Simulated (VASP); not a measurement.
A run of VASP 6.6.1:

The input INCAR:

```
SYSTEM = I
PREC = Accurate ; ENCUT = 520
EDIFF = 1E-7 ; ISMEAR = -1
SIGMA = 0.08 ; LREAL = .FALSE.
LASPH = .TRUE. ; NELM = 60
ALGO = Normal ; ISIF = 2
LWAVE = .FALSE. ; LCHARG = .TRUE.
GGA = PE ; LELF = .TRUE.
LVHAR = .TRUE. ; NBANDS = 10
```

File KPOINTS:

```
regular mesh
0
G
  12 12 12
  0 0 0
```

Contents of POSCAR:

```
I
1.0
    4.4350312643      0.0000000000      0.0000000000
   -2.2175156322      3.8408497414      0.0000000000
    0.0000000000      0.0000000000      2.9260547095
I
1
Direct
    0.0000000000      0.0000000000      0.0000000000
```

Potentials or basis: VASP PAW PBE potentials, release 64 (I).

Run with:

```bash
$ cat potpaw_PBE.64/I/POTCAR > POTCAR
$ mpirun -np 1 vasp_std > vasp.out
```

Hardware: 1 thread of Intel(R) Xeon(R) 6975P-C (Granite Rapids) (shared host).

Q: Estimate the wall time of this run.

A: Run time: 19 s on 1 thread of Intel(R) Xeon(R) 6975P-C (Granite Rapids) (shared host), peak memory 0.21 GiB. Counts: scf iterations 14, k points 133.
